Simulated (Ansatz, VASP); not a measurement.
Two plane-wave programs on As

```
As
1.0
     0.00000    1.93677    5.80752
     1.93214    0.00000    5.80752
     1.93214    1.93677    0.00000
As
2
Direct
  0.11208 0.11208 0.88792
  0.88792 0.88792 0.11208
```

Alike in both runs: functional PBE; k mesh 6 × 6 × 6; occupations gaussian, width 0.1 eV; no spin polarisation.

Ansatz relaxed the structure, and its values are those at the end. VASP's run is a single point on that final structure, the one shown.

```csv
,VASP,Ansatz
version,VASP 6.6.1,Ansatz 0.2.0
potentials or method,"VASP PAW PBE potentials, release 64 (As), cutoff 520 eV","scalar-relativistic, plane waves, PAW"
valence electrons in the cell,10,30
```

Ansatz gave:

```
gap on the k mesh at the Fermi level (eV) : none
pressure (GPa)                            : 0.0
rms of the force components (eV/Å)        : 0.007
```

Problem. Estimate VASP's values.

Solution. gap on the k mesh at the Fermi level (eV): none; pressure (GPa): 0.2; rms of the force components (eV/Å): 0.009.

A gap of «none» marks a metal or a gap that the smearing closes. The functional is the same, so the differences come from potentials, cutoffs and numerics. VASP's potentials hold 10 valence electrons a cell and Ansatz's 30, so a difference there can come from the potentials and not from the codes.

The k mesh is coarse, so the values compare programs but aren't converged.
